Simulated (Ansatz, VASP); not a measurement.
**ZnC: VASP beside Ansatz**

```
CELL_PARAMETERS angstrom
4.39680 0.00000 0.00000
0.00000 4.39680 0.00000
0.00000 0.00000 4.39680
ATOMIC_POSITIONS crystal
Zn 0.25001 0.25001 0.25001
Zn 0.24999 0.74999 0.75001
Zn 0.75001 0.24999 0.74999
Zn 0.74999 0.75001 0.24999
C 0.74999 0.74999 0.74999
C 0.75001 0.25001 0.24999
C 0.24999 0.75001 0.25001
C 0.25001 0.24999 0.75001
```

Alike in both runs: functional PBE; k mesh 4 × 4 × 4; occupations gaussian, width 0.1 eV; no spin polarisation.

Ansatz relaxed the structure, and its values are those at the end. VASP's run is a single point on that final structure, the one shown.

```csv
,VASP,Ansatz
version,VASP 6.6.1,Ansatz 0.2.0
potentials or method,"VASP PAW PBE potentials, release 64 (Zn, C), cutoff 520 eV","scalar-relativistic, plane waves, PAW"
valence electrons in the cell,64,64
```

```csv
,VASP,Ansatz,Ansatz less VASP
gap on the k mesh at the Fermi level (eV),none,none,-
pressure (GPa),0.9,0.0,-0.85
```

A gap of «none» marks a metal or a gap that the smearing closes.
